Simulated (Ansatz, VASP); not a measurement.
# Two plane-wave programs on GePt

```
Ge Pt
1.0
     2.77452    0.00000    0.00000
     0.00000    2.77452    0.00000
     0.00000    0.00000    4.86332
Ge Pt
1 1
Cartesian
  1.3873 1.3873 4.0535
  1.3873 1.3873 1.6218
```

Alike in both runs: functional PBE; k mesh 6 × 6 × 6; occupations gaussian, width 0.2 eV; no spin polarisation.

Ansatz relaxed the structure, and its values are those at the end. VASP's run is a single point on that final structure, the one shown.

|  | VASP | Ansatz |
| --- | --- | --- |
| version | VASP 6.6.1 | Ansatz 0.2.0 |
| potentials or method | VASP PAW PBE potentials, release 64 (Ge_d, Pt_sv_GW), cutoff 570 eV | scalar-relativistic, plane waves, PAW |
| valence electrons in the cell | 32 | 32 |

VASP gave:

```
gap on the k mesh at the Fermi level (eV) : none
pressure (GPa)                            : -0.4
```

Question: Estimate Ansatz's values.

Answer: gap on the k mesh at the Fermi level (eV): none; pressure (GPa): 0.2.

A gap of «none» marks a metal or a gap that the smearing closes. With one functional, cell and mesh, what is left measures potentials, basis and numerics.

The k mesh is coarse, so the values compare programs but aren't converged. Neither program's run includes spin-orbit coupling.
